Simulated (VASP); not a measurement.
Zn4W: single point with PBE

Zn4W:

```
Zn W
1.0
    -2.98598    2.98598    2.98598
     2.98598   -2.98598    2.98598
     2.98598    2.98598   -2.98598
Zn W
4 1
Direct
  0.00000 0.00000 0.50000
  0.50000 0.00000 0.00000
  0.00000 0.50000 0.00000
  0.50000 0.50000 0.50000
  0.00000 0.00000 0.00000
```

```yaml
Program: VASP 6.6.1
Task: single point
Functional: PBE
Potentials_or_basis: VASP PAW PBE potentials, release 64 (Zn, W_sv)
Cutoff: 520 eV
k_mesh: 4 × 4 × 4
Occupations: gaussian, width 0.1 eV
Spin: no spin polarisation
Dipole_correction: no
Further_INCAR_settings: ALGO = Fast; EDIFF = 1e-07; NBANDS = 39
```

```json
{
  "Pressure": "0.4 GPa",
  "Band gap on the k mesh": "zero (band 31 reaches 2.58 eV, above the bottom of band 32 at 0.68 eV)"
}
```

Levels at points of the mesh, in eV from the Fermi level:
| k point | band 29 | band 30 | band 31 | band 32 | band 33 | band 34 |
| --- | --- | --- | --- | --- | --- | --- |
| (0.00, 0.00, 0.00) | 0.65 | 0.65 | 0.91 | 0.91 | 0.91 | 1.72 |
| (0.50, 0.00, 0.00) | -1.36 | -0.54 | -0.01 | 0.07 | 0.55 | 3.50 |
| (0.50, 0.50, 0.50) | -2.38 | -2.38 | -0.99 | -0.99 | -0.99 | 2.87 |

Wall time 41 s on 1 thread of AMD EPYC 7R13 Processor (Zen 3), with other jobs on the host, peak memory 0.21 GiB.

Caveat: the k points lie up to 0.37 Å⁻¹ apart; spin-orbit coupling is left out, which moves the levels of the heavy elements.
